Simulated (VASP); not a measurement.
Crystal: ZnGeP2.

```
Zn Ge P
1.0
    -2.71351    2.71351    5.35483
     2.71351   -2.71351    5.35483
     2.71351    2.71351   -5.35483
Zn Ge P
2 2 4
Direct
  0.00000 0.00000 0.00000
  0.75000 0.25000 0.50000
  0.50000 0.50000 0.00000
  0.25000 0.75000 0.50000
  0.37500 0.37720 0.50220
  0.62280 0.12500 0.99780
  0.87500 0.87280 0.49780
  0.12720 0.62500 0.00220
```

Base run:

```yaml
Program: VASP 6.6.1
Functional: PBE
Potentials_or_basis: VASP PAW PBE potentials, release 64 (Zn, Ge_d, P)
Cutoff: 520 eV
k_mesh: 8 × 8 × 8
Occupations: gaussian, width 0.03 eV
Spin: no spin polarisation
```

Its results: band gap on the k mesh 1.23 eV (least direct gap 1.38 eV); pressure 3.2 GPa; largest force 0.043 eV/Å.

**Question.** The run is repeated on the same cell with these changes: functional from PBE to r2SCAN. What comes out?

**Answer.** Band gap on the k mesh 1.46 eV (least direct gap 1.61 eV); pressure 0.7 GPa; largest force 0.126 eV/Å.

Caveats: the cell stands under pressure (at least some runs); the PAW data sets were made with another functional, which shifts forces and pressure a little (at least some runs).

A k mesh can miss the band edges.
